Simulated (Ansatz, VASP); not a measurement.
**Cd2HgO3 in VASP and in Ansatz**

File INCAR:

```
SYSTEM = Cd2HgO3
  ALGO = Normal
  EDIFF = 1E-6
  ENCUT = 700
  GGA = PE
  GGA_COMPAT = .False.
  ISIF = 2
  ISMEAR = 0
  LASPH = .True.
  LCHARG = .False.
  LREAL = .False.
  LWAVE = .False.
  NBANDS = 48
  NELM = 120
  PREC = Accurate
  SIGMA = 0.1
```

Contents of KPOINTS:

```
k-points
0
Gamma
  6 6 2
  0 0 0
```

Contents of POSCAR:

```
Cd2HgO3
1.0
    3.0190685482     -1.7408665332      0.0000000000
    3.0190685482      1.7408665332      0.0000000000
   -2.1639642757      0.0000000000      8.9982653410
Cd Hg O
2 1 3
Direct
    0.2193054417      0.2193054417      0.1487195443
    0.7806945583      0.7806945583      0.8512804557
    0.0000000000      0.0000000000      0.5000000000
    0.9322695474      0.9322695474      0.2783667969
    0.5000000000      0.5000000000      0.0000000000
    0.0677304526      0.0677304526      0.7216332031
```

Input for Ansatz:

```yaml
crystal:
  lattice:
    - [3.0190685482, -1.7408665332, 0.0]
    - [3.0190685482, 1.7408665332, 0.0]
    - [-2.1639642757, 0.0, 8.998265341]
  atoms:
    - { symbol: Cd, position: [0.2193054417, 0.2193054417, 0.1487195443] }
    - { symbol: Cd, position: [0.7806945583, 0.7806945583, 0.8512804557] }
    - { symbol: Hg, position: [0.0, 0.0, 0.5] }
    - { symbol: O, position: [0.9322695474, 0.9322695474, 0.2783667969] }
    - { symbol: O, position: [0.5, 0.5, 0.0] }
    - { symbol: O, position: [0.0677304526, 0.0677304526, 0.7216332031] }
basis:
  ecutwfc: 420
kpoints:
  mp_grid: { grid: [6, 6, 2] }
hamiltonian:
  xc: pbe
scf:
  occupations: { method: gaussian, width: 0.1 }
  lower_state_search: "off"
output:
  forces: true
  stress: true
  eigenvalues: true
```

Change from the starting cell: the structure that the rattled cell fell into.

Alike in both runs: task single point; functional PBE; k mesh 6 × 6 × 2; occupations gaussian, width 0.1 eV; no spin polarisation.

|  | VASP | Ansatz |
| --- | --- | --- |
| version | VASP 6.6.1 | Ansatz 0.2.0 |
| potentials or method | VASP PAW PBE potentials, release 64 (Cd_sv_GW, Hg_sv_GW, O), cutoff 700 eV | scalar-relativistic, plane waves, PAW |
| valence electrons in the cell | 78 | 78 |

Ansatz gave:

* gap on the k mesh at the Fermi level (eV): none
* pressure (GPa): 0.1
* traceless stress, the component that is largest in VASP (GPa): 0.10
* rms of the force components (eV/Å): 0.005

Q: Estimate VASP's values.

A: gap on the k mesh at the Fermi level (eV): none; pressure (GPa): -0.1; traceless stress, the component that is largest in VASP (GPa): 0.32; rms of the force components (eV/Å): 0.020.

Atom by atom the forces differ by 0.016 eV/Å (rms over components). A gap of «none» marks a metal or a gap that the smearing closes.

Spin-orbit coupling is off throughout.
